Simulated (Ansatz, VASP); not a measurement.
**FeO: VASP beside Ansatz**

Contents of INCAR:

```
SYSTEM = FeO
PREC = Accurate ; ENCUT = 520
EDIFF = 1E-6 ; ISMEAR = 0
SIGMA = 0.013000000000000001 ; LREAL = .False.
LASPH = .True. ; NELM = 150
ALGO = Normal ; ISIF = 2
LWAVE = .False. ; LCHARG = .False.
ISPIN = 2 ; MAGMOM = 3 0
LORBIT = 11 ; LMAXMIX = 4
GGA = PE ; NBANDS = 18
```

KPOINTS

```
regular mesh
0
Gamma
  11 11 11
  0 0 0
```

The input POSCAR:

```
FeO
1.0
    0.0000000000      2.1554000000      2.1554000000
    2.1554000000      0.0000000000      2.1554000000
    2.1554000000      2.1554000000      0.0000000000
Fe O
1 1
Direct
    0.0000000000      0.0000000000      0.0000000000
    0.5000000000      0.5000000000      0.5000000000
```

input.yaml

```yaml
crystal:
  lattice:
    - [0.0, 2.1554, 2.1554]
    - [2.1554, 0.0, 2.1554]
    - [2.1554, 2.1554, 0.0]
  atoms:
    - { symbol: Fe, position: [0.0, 0.0, 0.0], spin: 3.0 }
    - { symbol: O, position: [0.5, 0.5, 0.5] }
hamiltonian:
  xc: pbe
  pseudopotentials: { kind: paw }
magnetization:
  spin_polarized: true
kpoints:
  mp_grid: { grid: [11, 11, 11] }
scf:
  occupations: { method: gaussian, width: 0.013 }
output:
  forces: true
  stress: true
  eigenvalues: true
```

Alike in both runs: task single point; functional PBE; k mesh 11 × 11 × 11; occupations gaussian, width 0.013 eV; collinear spin.

|  | VASP | Ansatz |
| --- | --- | --- |
| version | VASP 6.6.1 | Ansatz 0.2.0 |
| potentials or method | VASP PAW PBE potentials, release 64 (Fe, O) | Ansatz PAW |
| plane-wave cutoff (eV) | 520 | 420 |
| valence electrons in the cell | 14 | 22 |

```csv
,VASP,Ansatz,Ansatz less VASP
gap on the k mesh at the Fermi level (eV),none,none,-
pressure (GPa),-0.2,-0.3,-0.04
net moment per atom (μB),2.00,2.00,+0.001
size of the moment on the site where the two differ most (μB),3.62,3.45,-0.169
```

Site moments also hang on the region over which each program counts them. A gap of «none» marks a metal or a gap that the smearing closes. The functional is the same, so the differences come from potentials, cutoffs and numerics. VASP's potentials hold 14 valence electrons a cell and Ansatz's 22, so a difference there can come from the potentials and not from the codes.
